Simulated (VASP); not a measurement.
# Ca (Pm-3m) in VASP: notebook

Runs on Ca. Level: r2SCAN. Tasks: single point, relaxation of cell and atoms.

Program: VASP 6.6.1. These are calculated values, not measurements. Logs are shortened: lines on timing, memory, paths and dates and some standing lists are left out, and cuts for length are marked.

### Step 1. The cell of the first run

It takes space group Pm-3m (No. 221, cubic). Conventional cell: a = 3.598 Å, b = 3.598 Å, c = 3.598 Å, α = 90.00°, β = 90.00°, γ = 90.00°. Within 4.7 Å of Ca (site symmetry m-3m) lie 6 Ca at 3.60 Å.

This isn't the form of Ca at room conditions, which is fcc.

### Step 2. Single point, r2SCAN (46.57 Å³/atom)

Input file POSCAR:

```
Ca
1.0
    3.5976707830      0.0000000000      0.0000000000
    0.0000000000      3.5976707830      0.0000000000
    0.0000000000      0.0000000000      3.5976707830
Ca
1
Direct
    0.0000000000      0.0000000000      0.0000000000
```

Input file INCAR.step1:

```
PREC = Accurate ; ENCUT = 520
ISMEAR = -1 ; SIGMA = 0.1
LREAL = False ; LASPH = True
NELM = 60 ; NBANDS = 11
GGA = PE ; ALGO = Normal
EDIFF = 1E-4 ; LWAVE = True
LCHARG = False
```

Input file INCAR.step2:

```
PREC = Accurate ; ENCUT = 520
EDIFF = 1E-6 ; ISMEAR = -1
SIGMA = 0.1 ; LREAL = False
LASPH = True ; NELM = 60
ALGO = Normal ; ISIF = 2
LWAVE = False ; LCHARG = True
METAGGA = R2SCAN ; LMIXTAU = True
LELF = True ; LVHAR = True
NBANDS = 11 ; ISTART = 1
```

Input file KPOINTS:

```
regular mesh
0
Gamma
  10 10 10
```

Potentials or basis: VASP PAW PBE potentials, release 64 (Ca_sv).

Launch:

```bash
> cat potpaw_PBE.64/Ca_sv/POTCAR > POTCAR
> cp INCAR.step1 INCAR
> mpirun -np 1 vasp_std > vasp.out
> cp INCAR.step2 INCAR
> mpirun -np 1 vasp_std > vasp.out
```

OUTCAR:

```text
PREC = Accurate
   ENCUT = 520
   EDIFF = 1E-6
   ISMEAR = -1
   LREAL = False
   LASPH = True
   NELM = 60
   ISIF = 2
   METAGGA = R2SCAN
   ISTART = 1

 ion  position               nearest neighbor table
   1  0.000  0.000  0.000-

  LATTYP: Found a simple cubic cell.
 ALAT       =     3.5976707830

  Lattice vectors:

 A1 = (   3.5976707830,   0.0000000000,   0.0000000000)
 A2 = (   0.0000000000,   3.5976707830,   0.0000000000)
 A3 = (   0.0000000000,   0.0000000000,   3.5976707830)

Analysis of symmetry for initial positions (statically):
=====================================================================
 Subroutine PRICEL returns:
 Original cell was already a primitive cell.

 Routine SETGRP: Setting up the symmetry group for a
 simple cubic supercell.

 Subroutine GETGRP returns: Found 48 space group operations
 (whereof 48 operations were pure point group operations)
 out of a pool of 48 trial point group operations.

The static configuration has the point symmetry O_h .

Analysis of symmetry for dynamics (positions and initial velocities):
=====================================================================
 Subroutine PRICEL returns:
 Original cell was already a primitive cell.

 Routine SETGRP: Setting up the symmetry group for a
 simple cubic supercell.

 Subroutine GETGRP returns: Found 48 space group operations
 (whereof 48 operations were pure point group operations)
 out of a pool of 48 trial point group operations.

The dynamic configuration has the point symmetry O_h .

 Subroutine INISYM returns: Found 48 space group operations
 (whereof 48 operations are pure point group operations),
 and found     1 'primitive' translations

----------------------------------------------------------------------------------------

                                     Primitive cell

  volume of cell :      46.5655

  direct lattice vectors                    reciprocal lattice vectors
     3.597670783  0.000000000  0.000000000     0.277957618  0.000000000  0.000000000
     0.000000000  3.597670783  0.000000000     0.000000000  0.277957618  0.000000000
     0.000000000  0.000000000  3.597670783     0.000000000  0.000000000  0.277957618

  length of vectors
     3.597670783  3.597670783  3.597670783     0.277957618  0.277957618  0.277957618

  position of ions in fractional coordinates (direct lattice)
     0.000000000  0.000000000  0.000000000

  ion indices of the primitive-cell ions
   primitive index   ion index
                 1           1

----------------------------------------------------------------------------------------

 KPOINTS: regular mesh

Automatic generation of k-mesh.
 Grid dimensions read from file:
 generate k-points for:   10   10   10

 Generating k-lattice:

  Cartesian coordinates                     Fractional coordinates (reciprocal lattice)
     0.027795762  0.000000000  0.000000000     0.100000000  0.000000000  0.000000000
     0.000000000  0.027795762  0.000000000     0.000000000  0.100000000  0.000000000
     0.000000000  0.000000000  0.027795762     0.000000000  0.000000000  0.100000000

  Length of vectors
     0.027795762  0.027795762  0.027795762

  Shift w.r.t. Gamma in fractional coordinates (k-lattice)
     0.000000000  0.000000000  0.000000000

 Subroutine IBZKPT returns following result:
 ===========================================

 Found     56 irreducible k-points:

 Following reciprocal coordinates:
            Coordinates               Weight
  0.000000  0.000000  0.000000      1.000000
  0.100000  0.000000  0.000000      6.000000
  0.200000  0.000000  0.000000      6.000000
  0.300000  0.000000  0.000000      6.000000
  0.400000  0.000000  0.000000      6.000000
  0.500000  0.000000  0.000000      3.000000
[... 16 lines left out ...]
  0.200000  0.100000  0.100000     24.000000
  0.300000  0.100000  0.100000     24.000000
 [... further k-points ...]
   k-points           NKPTS =     56   k-points in BZ     NKDIM =     56   number of bands    NBANDS=     11
   number of dos      NEDOS =    301   number of ions     NIONS =      1
   total plane-waves  NPLWV =  21952
   dimension x,y,z NGX =    28 NGY =   28 NGZ =   28
   dimension x,y,z NGXF=    56 NGYF=   56 NGZF=   56
   ions per type =               1
   NGX,Y,Z   is equivalent  to a cutoff of  12.94, 12.94, 12.94 a.u.
   NGXF,Y,Z  is equivalent  to a cutoff of  25.88, 25.88, 25.88 a.u.
 SYSTEM =  unknown system
   PREC   = accura    normal or accurate (medium, high low for compatibility)
   ISTART =      1    job   : 0-new  1-cont  2-samecut
   ICHARG =      0    charge: 1-file 2-atom 10-const
   ISPIN  =      1    spin polarized calculation?
   LNONCOLLINEAR =      F non collinear calculations
   LSORBIT =      F    spin-orbit coupling
   LASPH  =      T    aspherical Exc in radial PAW
   ENCUT  =  520.0 eV  38.22 Ry    6.18 a.u.   6.69  6.69  6.69*2*pi/ulx,y,z
   NELM   =     60;   NELMIN=  2; NELMDL=  0     # of ELM steps
   EDIFF  = 0.1E-05   stopping-criterion for ELM
   LREAL  =      F    real-space projection
   EDIFFG = 0.1E-04   stopping-criterion for IOM
   NSW    =      0    number of steps for IOM
   IBRION =     -1    ionic relax: 0-MD 1-quasi-New 2-CG
   NFREE  =      0    steps in history (QN), initial steepest desc. (CG)
   ISIF   =      2    stress and relaxation
   ISYM   =      2    0-nonsym 1-usesym 2-fastsym
   POTIM  = 0.5000    time-step for ionic-motion
   TEBEG  =    0.0;   TEEND  =   0.0 temperature during run
   PSTRESS=    0.0 pullay stress
   NELECT =      10.0000    total number of electrons
   NUPDOWN=      -1.0000    fix difference up-down
   EMIN   =  10.00;   EMAX   =-10.00  energy-range for DOS
   EFERMI =   0.00;   METHOD = LEGACY
   ISMEAR =    -1;   SIGMA  =   0.10  broadening in eV -4-tet -1-fermi 0-gaus
   EFERMI_NEDOS =   21; number of points for ismear=-14 and -15
   IALGO  =     38    algorithm
   IMIX   =      4    mixing-type and parameters
     AMIX     =   0.40;   BMIX     =  1.00
     AMIX_MAG =   1.60;   BMIX_MAG =  1.00
  volume/ion in A,a.u.               =      46.57       314.24
  Fermi-wavevector in a.u.,A,eV,Ry     =   0.980363  1.852617 13.076707  0.961111
  Thomas-Fermi vector in A             =   2.111287
   LORBIT       =      0    0 simple, 1 ext, 2 COOP (PROOUT), +10 PAW based schemes
   METAGGA = R2SCAN    functional components
   LHFCALC =     F    Hartree Fock is set to
   AEXX    =    0.0000 exact exchange contribution
   IVDW    =     0    specifies the selected vdW correction
   LEPSILON=     F    determine dielectric tensor
   LRPA    =     F    only Hartree local field effects (RPA)
 non-spin polarized calculation
  energy-cutoff  :      520.00
  volume of cell :       46.57
 maximum number of plane-waves:      1269
 NGX is ok and might be reduce to    28
   NGX = 13   NGY = 13   NGZ = 13

 number of electron      10.0000003 magnetization

 Free energy of the ion-electron system (eV)
  ---------------------------------------------------
  ext. energy  EPLUGINS =         0.00000000
  ---------------------------------------------------
  free energy    TOTEN  =        -6.63684441 eV

  energy without entropy =       -6.60642561  energy(sigma->0) =       -6.62163501

 E-fermi :   1.6098     XC(G=0):  -7.8618

 val. band max:        1.6002283816   @ k =   0.5000   0.5000   0.2000
 cond. band min:       1.6197242725   @ k =   0.5000   0.3000   0.3000
 fundamental gap:      0.0194958909
 Fermi energy:         1.6098261725

 k-point     1 :       0.0000    0.0000    0.0000
  band No.  band energies     occupation
      1     -42.6103      2.00000
      2     -22.6308      2.00000
      3     -22.6308      2.00000
      4     -22.6308      2.00000
      5      -2.4133      2.00000
      6       2.6560      0.00006
      7       2.6560      0.00006
      8       5.7937      0.00000
      9       5.7937      0.00000
     10       5.7937      0.00000
     11      10.2066      0.00000

 k-point     2 :       0.1000    0.0000    0.0000
  band No.  band energies     occupation
      1     -42.6090      2.00000
      2     -22.6471      2.00000
      3     -22.6294      2.00000
      4     -22.6294      2.00000
      5      -2.2726      2.00000
      6       2.6801      0.00004
      7       2.7002      0.00004
      8       5.6436      0.00000
      9       5.6436      0.00000
     10       5.8034      0.00000
     11       9.3158      0.00000

 k-point     3 :       0.2000    0.0000    0.0000
  band No.  band energies     occupation
      1     -42.6056      2.00000
      2     -22.6894      2.00000
      3     -22.6258      2.00000
      4     -22.6258      2.00000
      5      -1.8610      2.00000
      6       2.6637      0.00005
      7       2.8203      0.00001
      8       5.3032      0.00000
      9       5.3032      0.00000
     10       5.8293      0.00000
     11       7.9903      0.00000

 k-point     4 :       0.3000    0.0000    0.0000
  band No.  band energies     occupation
      1     -42.6015      2.00000
      2     -22.7411      2.00000
      3     -22.6212      2.00000
      4     -22.6212      2.00000
      5      -1.2088      2.00000
      6       2.3623      0.00108
      7       2.9787      0.00000
      8       4.9517      0.00000
      9       4.9517      0.00000
     10       5.8617      0.00000
     11       7.1294      0.00000
[... 239 lines left out ...]
 k-point    22 :       0.1000    0.1000    0.1000
  band No.  band energies     occupation
      1     -42.6064      2.00000
      2     -22.6457      2.00000
      3     -22.6434      2.00000
      4     -22.6434      2.00000
      5      -1.9948      2.00000
      6       2.7707      0.00002
      7       2.7707      0.00002
      8       5.3993      0.00000
      9       5.5347      0.00000
     10       5.5347      0.00000
     11       9.6900      0.00000

 k-point    23 :       0.2000    0.1000    0.1000
  band No.  band energies     occupation
      1     -42.6031      2.00000
      2     -22.6862      2.00000
      3     -22.6410      2.00000
      4     -22.6396      2.00000
      5      -1.5908      2.00000
      6       2.7924      0.00001
      7       2.8958      0.00001
      8       5.0687      0.00000
      9       5.1562      0.00000
     10       5.5537      0.00000
     11       8.4020      0.00000

 k-point    24 :       0.3000    0.1000    0.1000
  band No.  band energies     occupation
      1     -42.5990      2.00000
      2     -22.7374      2.00000
      3     -22.6363      2.00000
      4     -22.6349      2.00000
      5      -0.9519      2.00000
      6       2.5108      0.00024
      7       3.0691      0.00000
      8       4.7561      0.00000
      9       4.8271      0.00000
     10       5.6004      0.00000
     11       7.4170      0.00000

 [... further k-points ...]

------------------------ aborting loop because EDIFF is reached ----------------------------------------

  FORCE on cell =-STRESS in cart. coord.  units (eV):
  Direction    XX          YY          ZZ          XY          YZ          ZX
  --------------------------------------------------------------------------------------
  -------------------------------------------------------------------------------------
  Total       -0.2343410     -0.2343410     -0.2343410     -0.0000000     -0.0000000      0.0000000
  in kB       -8.0629601     -8.0629601     -8.0629601     -0.0000000     -0.0000000      0.0000000
  external PRESSURE =      -8.0629601 kB  Pullay stress =       0.0000000 kB

 VOLUME and BASIS-vectors are now :
 -----------------------------------------------------------------------------
  energy-cutoff  :      520.00
  volume of cell :       46.57
      direct lattice vectors                 reciprocal lattice vectors
     3.597670783  0.000000000  0.000000000     0.277957618  0.000000000  0.000000000
     0.000000000  3.597670783  0.000000000     0.000000000  0.277957618  0.000000000
     0.000000000  0.000000000  3.597670783     0.000000000  0.000000000  0.277957618

 POSITION                                       TOTAL-FORCE (eV/Angst)
 -----------------------------------------------------------------------------------
      0.00000      0.00000      0.00000         0.000000      0.000000      0.000000
 -----------------------------------------------------------------------------------
    total drift:                               -0.000000     -0.000000     -0.000000

  FREE ENERGIE OF THE ION-ELECTRON SYSTEM (eV)
  ---------------------------------------------------
  free  energy   TOTEN  =        -6.6368444091 eV

  energy  without entropy=       -6.6064256051  energy(sigma->0) =       -6.62163501
```

Wall time 46 s (1 thread of Intel Xeon 6975P-C (Granite Rapids), shared host); peak memory 0.17 GiB.

Results:

| Quantity | Value |
| --- | --- |
| Free energy | -6.6368 eV |
| Pressure | -0.8 GPa |
| Band gap on the k mesh | zero (bands 5 and 6 overlap by 1.55 eV) |

Levels at points of the mesh, in eV from the Fermi level:
| k point | band 3 | band 4 | band 5 | band 6 | band 7 | band 8 |
| --- | --- | --- | --- | --- | --- | --- |
| (0.00, 0.00, 0.00) | -24.24 | -24.24 | -4.02 | 1.05 | 1.05 | 4.18 |
| (0.50, 0.00, 0.00) | -24.23 | -24.23 | -1.20 | -0.75 | 1.56 | 3.01 |
| (0.50, 0.50, 0.00) | -24.39 | -24.21 | -0.32 | 1.08 | 2.18 | 2.18 |
| (0.50, 0.50, 0.50) | -24.37 | -24.37 | 0.79 | 0.79 | 0.79 | 4.87 |

Caveat: the PAW data sets were made with another functional, which shifts forces and pressure a little.

### Step 3. Single point, r2SCAN (48.29 Å³/atom)

This run uses another cell than the first one, of 48.29 Å³/atom.

Input file POSCAR:

```
Ca
1.0
    3.6415491414      0.0000000000      0.0000000000
    0.0000000000      3.6415491414      0.0000000000
    0.0000000000      0.0000000000      3.6415491414
Ca
1
Direct
    0.0000000000      0.0000000000      0.0000000000
```

Input file INCAR.step1:

```
PREC = Accurate ; ENCUT = 520
ISMEAR = -1 ; SIGMA = 0.1
LREAL = F ; LASPH = T
NELM = 100 ; NBANDS = 11
GGA = PE ; ALGO = Normal
EDIFF = 1E-4 ; LWAVE = T
LCHARG = F
```

Input file INCAR.step2:

```
PREC = Accurate ; ENCUT = 520
EDIFF = 1E-6 ; ISMEAR = -1
SIGMA = 0.1 ; LREAL = F
LASPH = T ; NELM = 100
ALGO = Normal ; ISIF = 2
LWAVE = F ; LCHARG = F
METAGGA = R2SCAN ; LMIXTAU = T
NBANDS = 11 ; ISTART = 1
```

KPOINTS is that of step 2.

Potentials or basis: VASP PAW PBE potentials, release 64 (Ca_sv).

Launch:

```bash
> cat potpaw_PBE.64/Ca_sv/POTCAR > POTCAR
> cp INCAR.step1 INCAR
> mpirun -np 1 vasp_std > vasp.out
> cp INCAR.step2 INCAR
> mpirun -np 1 vasp_std > vasp.out
```

Run time: 47 s. Hardware: 1 thread of Intel Xeon 6975P-C (Granite Rapids), shared host; peak memory 0.17 GiB.

The run converged. Its results:

```
Free energy            : -6.6272 eV
Pressure               : -1.1 GPa
Band gap on the k mesh : zero (bands 5 and 6 overlap by 1.58 eV)
```

Levels at points of the mesh, in eV from the Fermi level:
| k point | band 2 | band 3 | band 4 | band 5 | band 6 | band 7 | band 8 | band 9 |
| --- | --- | --- | --- | --- | --- | --- | --- | --- |
| (0.00, 0.00, 0.00) | -24.32 | -24.32 | -24.32 | -3.97 | 1.04 | 1.04 | 4.07 | 4.07 |
| (0.50, 0.00, 0.00) | -24.46 | -24.30 | -24.30 | -1.21 | -0.76 | 1.54 | 2.95 | 2.95 |
| (0.50, 0.50, 0.00) | -24.45 | -24.45 | -24.29 | -0.27 | 1.03 | 2.08 | 2.08 | 3.22 |
| (0.50, 0.50, 0.50) | -24.43 | -24.43 | -24.43 | 0.82 | 0.82 | 0.82 | 4.73 | 4.73 |

Caveat: the PAW data sets were made with another functional, which shifts forces and pressure a little.

### Step 4. Single point, r2SCAN

This run uses another cell than the first one, of 43.12 Å³/atom.

Input file POSCAR:

```
Ca
1.0
    3.5065510619      0.0000000000      0.0000000000
    0.0000000000      3.5065510619      0.0000000000
    0.0000000000      0.0000000000      3.5065510619
Ca
1
Direct
    0.0000000000      0.0000000000      0.0000000000
```

Input file INCAR.step1:

```
PREC     = Accurate       # precision mode
ENCUT    = 520            # plane-wave cutoff, eV
ISMEAR   = -1             # smearing method
SIGMA    = 0.1            # smearing width, eV
LREAL    = F              # projectors in reciprocal space
LASPH    = T              # aspherical terms in the spheres
NELM     = 60             # most SCF steps
NBANDS   = 11             # bands
GGA      = PE             # functional
ALGO     = Normal         # electronic algorithm
EDIFF    = 1E-4           # SCF threshold, eV
LWAVE    = T              # write WAVECAR
LCHARG   = F              # write CHGCAR
```

Input file INCAR.step2:

```
PREC     = Accurate       # precision mode
ENCUT    = 520            # plane-wave cutoff, eV
EDIFF    = 1E-6           # SCF threshold, eV
ISMEAR   = -1             # smearing method
SIGMA    = 0.1            # smearing width, eV
LREAL    = F              # projectors in reciprocal space
LASPH    = T              # aspherical terms in the spheres
NELM     = 60             # most SCF steps
ALGO     = Normal         # electronic algorithm
ISIF     = 2              # what is computed and relaxed
LWAVE    = F              # write WAVECAR
LCHARG   = F              # write CHGCAR
METAGGA  = R2SCAN         # meta-GGA
LMIXTAU  = T            
NBANDS   = 11             # bands
ISTART   = 1
```

Input file KPOINTS:

```
regular mesh
0
Gamma
  15 15 15
```

Launch:

```bash
> cat potpaw_PBE.64/Ca_sv/POTCAR > POTCAR
> cp INCAR.step1 INCAR
> mpirun -np 1 vasp_std > vasp.out
> cp INCAR.step2 INCAR
> mpirun -np 1 vasp_std > vasp.out
```

Run time: 74 s. Hardware: 1 thread of Intel Xeon 6975P-C (Granite Rapids), shared host; peak memory 0.2 GiB.

The run converged. Its results:

- Free energy: -6.6442 eV
- Pressure: 0.0 GPa
- Band gap on the k mesh: zero (bands 5 and 6 overlap by 1.23 eV)

Levels at points of the mesh, in eV from the Fermi level:
```tsv
k point	band 2	band 3	band 4	band 5	band 6	band 7	band 8	band 9
(0.00, 0.00, 0.00)	-24.06	-24.06	-24.06	-4.11	1.07	1.07	4.45	4.45
```

Caveat: the PAW data sets were made with another functional, which shifts forces and pressure a little.

(Continued in part 2 of 2.)
